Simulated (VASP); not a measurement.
# Ti (P6_3/mmc) in VASP: a series of runs, part 2 of 2

VASP 6.6.1. Earlier steps stand in the parts before.

## Step 3: Single point, PBEsol

This run uses another cell than the first one, of 15.53 Å³/atom, 1.062 times its volume.

INCAR

```
PREC = Accurate
ENCUT = 520
EDIFF = 1E-6
ISMEAR = -1
SIGMA = 0.05
LREAL = False
LASPH = True
NELM = 80
ALGO = Normal
ISIF = 2
LWAVE = False
LCHARG = False
GGA = PS
NBANDS = 19
```

KPOINTS

```
regular mesh
0
Gamma
  10 10 6
```

POSCAR

```
Ti
1.0
    2.8311626820      0.0000000000      0.0000000000
   -1.4155813410      2.4518588049      0.0000000000
    0.0000000000      0.0000000000      4.4730318760
Ti
2
Direct
    0.6666666667      0.3333333333      0.7500000000
    0.3333333333      0.6666666667      0.2500000000
```

Potentials or basis: VASP PAW PBE potentials, release 64 (Ti_sv).

Launch:

```
cat potpaw_PBE.64/Ti_sv/POTCAR > POTCAR
mpirun -np 1 vasp_std > vasp.out
```

Run time: 36 s. Hardware: 1 thread of Intel Xeon Platinum 8259CL at 2.50GHz (Skylake/Cascade Lake), shared host; peak memory 0.16 GiB.

It converged, with:

```yaml
Free_energy: -16.6188 eV
Pressure: 9.6 GPa
Band_gap_on_the_k_mesh: zero (band 12 reaches 10.27 eV, above the bottom of band 13 at 9.28 eV)
```

Levels at points of the mesh, in eV from the Fermi level:
```tsv
k point	band 10	band 11	band 12	band 13	band 14	band 15
(0.00, 0.00, 0.00)	-2.98	0.83	0.83	1.00	1.17	1.43
(0.50, 0.00, 0.00)	-2.50	-2.16	-0.48	0.47	0.75	1.37
(0.00, 0.00, 0.50)	-4.43	0.10	0.10	0.72	0.72	0.72
(0.50, 0.00, 0.50)	-2.86	-0.95	-0.95	1.68	1.68	1.94
```

Caveat: the PAW data sets were made with another functional, which shifts forces and pressure a little.

## Step 4: Single point, PBEsol

This run uses another cell than the first one, of 16.08 Å³/atom, 1.100 times its volume.

INCAR

```
SYSTEM = Ti
  PREC = Accurate
  ENCUT = 520
  EDIFF = 1E-6
  ISMEAR = -1
  SIGMA = 0.05
  LREAL = .False.
  LASPH = .True.
  NELM = 100
  ALGO = Normal
  ISIF = 2
  LWAVE = .False.
  LCHARG = .False.
  GGA = PS
  NBANDS = 19
```

KPOINTS

```
Automatic mesh
0
Gamma
  10 10 6
  0 0 0
```

POSCAR

```
Ti
1.0
    2.8659806430      0.0000000000      0.0000000000
   -1.4329903215      2.4820120436      0.0000000000
    0.0000000000      0.0000000000      4.5206325588
Ti
2
Direct
    0.6666666667      0.3333333333      0.7500000000
    0.3333333333      0.6666666667      0.2500000000
```

Potentials or basis: VASP PAW PBE potentials, release 64 (Ti_sv).

Launch:

```
cat potpaw_PBE.64/Ti_sv/POTCAR > POTCAR
mpirun -np 1 vasp_std > vasp.out
```

OUTCAR:

```text
SYSTEM = Ti
   PREC = Accurate
   ENCUT = 520
   EDIFF = 1E-6
   ISMEAR = -1
   LREAL = .False.
   LASPH = .True.
   NELM = 100
   ISIF = 2
   GGA = PS

 ion  position               nearest neighbor table
   1  0.667  0.333  0.750-   2 2.80   2 2.80   2 2.80   2 2.80   2 2.80   2 2.80
   2  0.333  0.667  0.250-   1 2.80   1 2.80   1 2.80   1 2.80   1 2.80   1 2.80

  LATTYP: Found a hexagonal cell.
 ALAT       =     2.8659806430
 C/A-ratio  =     1.5773423208

  Lattice vectors:

 A1 = (   2.8659806430,   0.0000000000,   0.0000000000)
 A2 = (  -1.4329903215,   2.4820120436,   0.0000000000)
 A3 = (   0.0000000000,   0.0000000000,   4.5206325588)

Analysis of symmetry for initial positions (statically):
=====================================================================
 Subroutine PRICEL returns:
 Original cell was already a primitive cell.

 Routine SETGRP: Setting up the symmetry group for a
 hexagonal supercell.

 Subroutine GETGRP returns: Found 24 space group operations
[... 155 lines left out ...]
   NGX = 11   NGY = 11   NGZ = 17

 number of electron      24.0000002 magnetization

 Free energy of the ion-electron system (eV)
  ---------------------------------------------------
  ext. energy  EPLUGINS =         0.00000000
  ---------------------------------------------------
  free energy    TOTEN  =       -16.66783838 eV

  energy without entropy =      -16.64959663  energy(sigma->0) =      -16.65871751

 E-fermi :   9.0412     XC(G=0): -12.0090

 val. band max:        9.0351568310   @ k =   0.3000   0.2000   0.5000
 cond. band min:       9.0646223016   @ k =   0.3000   0.2000   0.3333
 fundamental gap:      0.0294654706
 Fermi energy:         9.0412056768

 k-point     1 :       0.0000    0.0000    0.0000
  band No.  band energies     occupation
      1     -47.4555      2.00000
      2     -47.2624      2.00000
      3     -24.2510      2.00000
      4     -23.4233      2.00000
      5     -23.4233      2.00000
      6     -23.3241      2.00000
[... 505 lines left out ...]
      6     -23.6133      2.00000
[... 11 lines left out ...]
     18      12.8277      0.00000
     19      13.6358      0.00000

 [... further k-points ...]
[... 5 lines left out ...]
  --------------------------------------------------------------------------------------
  -------------------------------------------------------------------------------------
  Total        0.9384766      0.9384766      0.9419049      0.0000000      0.0000000      0.0000000
  in kB       46.7581886     46.7581886     46.9290013      0.0000000      0.0000000      0.0000000
  external PRESSURE =      46.8151262 kB  Pullay stress =       0.0000000 kB

 VOLUME and BASIS-vectors are now :
 -----------------------------------------------------------------------------
  energy-cutoff  :      520.00
  volume of cell :       32.16
      direct lattice vectors                 reciprocal lattice vectors
     2.865980643  0.000000000  0.000000000     0.348920710  0.201449466  0.000000000
    -1.432990321  2.482012044  0.000000000     0.000000000  0.402898931  0.000000000
     0.000000000  0.000000000  4.520632559     0.000000000  0.000000000  0.221207981

 POSITION                                       TOTAL-FORCE (eV/Angst)
 -----------------------------------------------------------------------------------
      1.43299      0.82734      3.39047        -0.000000      0.000000      0.000000
     -0.00000      1.65467      1.13016         0.000000     -0.000000      0.000000
 -----------------------------------------------------------------------------------
    total drift:                                0.000000     -0.000000      0.000000

  FREE ENERGIE OF THE ION-ELECTRON SYSTEM (eV)
  ---------------------------------------------------
  free  energy   TOTEN  =       -16.6678383850 eV

  energy  without entropy=      -16.6495966299  energy(sigma->0) =      -16.65871751
```

Wall time 34 s (1 thread of Intel Xeon Platinum 8259CL at 2.50GHz (Skylake/Cascade Lake), shared host); peak memory 0.17 GiB.

What came out:

| Quantity | Value |
| --- | --- |
| Free energy | -16.6678 eV |
| Pressure | 4.7 GPa |
| Band gap on the k mesh | zero (band 12 reaches 9.86 eV, above the bottom of band 13 at 8.86 eV) |

Caveat: the PAW data sets were made with another functional, which shifts forces and pressure a little.

## Step 5: Single point, PBEsol

This run uses another cell than the first one, of 16.73 Å³/atom, 1.144 times its volume.

INCAR

```
SYSTEM = Ti
PREC = Accurate
ENCUT = 520
EDIFF = 1E-7
ISMEAR = -1
SIGMA = 0.05
LREAL = .False.
LASPH = .True.
NELM = 60
ALGO = Normal
ISIF = 2
LWAVE = .False.
LCHARG = .True.
GGA = PS
LELF = .True.
LVHAR = .True.
NBANDS = 19
```

KPOINTS is that of step 4.

POSCAR

```
Ti
1.0
    2.9042717749      0.0000000000      0.0000000000
   -1.4521358874      2.5151731365      0.0000000000
    0.0000000000      0.0000000000      4.5794887074
Ti
2
Direct
    0.6666666667      0.3333333333      0.7500000000
    0.3333333333      0.6666666667      0.2500000000
```

Launch:

```
cat potpaw_PBE.64/Ti_sv/POTCAR > POTCAR
mpirun -np 1 vasp_std > vasp.out
```

Run time: 34 s. Hardware: 1 thread of Intel Xeon Platinum 8259CL at 2.50GHz (Skylake/Cascade Lake), shared host; peak memory 0.17 GiB.

The run converged. Its results:

| Quantity | Value |
| --- | --- |
| Free energy | -16.6853 eV |
| Pressure | -0.3 GPa |
| Band gap on the k mesh | zero (band 12 reaches 9.40 eV, above the bottom of band 13 at 8.41 eV) |

Levels at points of the mesh, in eV from the Fermi level:
```tsv
k point	band 8	band 9	band 10	band 11	band 12	band 13	band 14	band 15	band 16	band 17
(0.00, 0.00, 0.00)	-32.45	-6.29	-2.78	0.80	0.80	0.94	0.96	1.33	1.33	1.67
(0.50, 0.00, 0.00)	-32.53	-2.40	-2.27	-1.94	-0.59	0.46	0.68	1.26	3.51	3.76
(0.00, 0.00, 0.50)	-32.51	-4.37	-4.37	0.11	0.11	0.69	0.69	0.69	0.69	2.95
(0.50, 0.00, 0.50)	-32.63	-2.65	-2.65	-0.84	-0.84	1.44	1.44	1.79	1.79	3.66
```

Caveat: the PAW data sets were made with another functional, which shifts forces and pressure a little.

## Step 6: The runs side by side

```tsv
cell	gap on the mesh (eV)	pressure (GPa)
a = 2.772, b = 2.772, c = 4.394 Å, angles 90.0, 90.0, 120.0°, 2 atoms	none	19.5
a = 2.831, b = 2.831, c = 4.473 Å, angles 90.0, 90.0, 120.0°, 2 atoms	none	9.6
a = 2.866, b = 2.866, c = 4.521 Å, angles 90.0, 90.0, 120.0°, 2 atoms	none	4.7
a = 2.904, b = 2.904, c = 4.579 Å, angles 90.0, 90.0, 120.0°, 2 atoms	none	-0.3
```

Alike in all rows: task single point; level PBEsol; potentials or basis VASP PAW PBE potentials, release 64 (Ti_sv); no spin polarisation; k mesh 10 × 10 × 6; cutoff (eV) 520; smearing fermi-dirac 0.05 eV.

Caveats: the PAW data sets were made with another functional, which shifts forces and pressure a little.

Total energies depend on the potentials used, so only differences within one code and one set of settings carry meaning.
